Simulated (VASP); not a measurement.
**S: single point with PBE**

Crystal: S.

```
S
1.0
     3.23334    0.00000    0.00000
    -1.61667    2.80015    0.00000
     0.00000    0.00000   10.26922
S
4
Cartesian
  0.0000 1.8668 3.3694
  1.6167 0.9334 6.8999
  1.6167 0.9334 8.5040
  0.0000 1.8668 1.7652
```

This cell differs from its parent crystal: O replaced by S, lengths x 1.355, strained.

```
Program                : VASP 6.6.1
Task                   : single point
Functional             : PBE
Potentials or basis    : VASP PAW PBE potentials, release 64 (S)
Cutoff                 : 520 eV
k mesh                 : 15 × 15 × 4
Occupations            : gaussian, width 0.1 eV
Spin                   : no spin polarisation
Dipole correction      : no
Further INCAR settings : ALGO = Normal; EDIFF = 1e-06; NBANDS = 20
```

```json
{
  "Pressure": "31.8 GPa",
  "Largest force": "18.131 eV/Å",
  "Band gap on the k mesh": "zero (bands 12 and 13 overlap by 3.48 eV)"
}
```

Forces in eV/Å, atoms in the order of the input:
```
S     0.000   0.000  18.131
S     0.000   0.000 -18.131
S     0.000   0.000  18.131
S     0.000   0.000 -18.131
```

Stress tensor (GPa, compression positive):
```
 -2.55   0.00   0.00
  0.00  -2.55   0.00
  0.00   0.00 100.63
```

Levels at points of the mesh, in eV from the Fermi level:
```
           k point  band 10  band 11  band 12  band 13  band 14  band 15
(0.00, 0.00, 0.00)    -3.96     2.04     2.04     2.13     2.13     2.86
(0.00, 0.00, 0.50)    -3.97     2.08     2.08     2.08     2.08     3.49
```

Wall time 76 s on 1 thread of Intel(R) Xeon(R) Platinum 8488C (Sapphire Rapids), with other jobs on the host, peak memory 0.25 GiB.

Caveat: the cell differs from its parent crystal (O replaced by S, lengths x 1.355, strained); the stress differs along the axes, from -3 to 101 GPa; this functional lacks dispersion, which holds the molecules together, so the pressure and a relaxed volume are unreliable; this functional lacks dispersion, which binds layers or chains, so the pressure and a relaxed spacing across them are unreliable; forces of over 1 eV/Å act on the atoms, so gaps and moduli don't describe the material at rest.
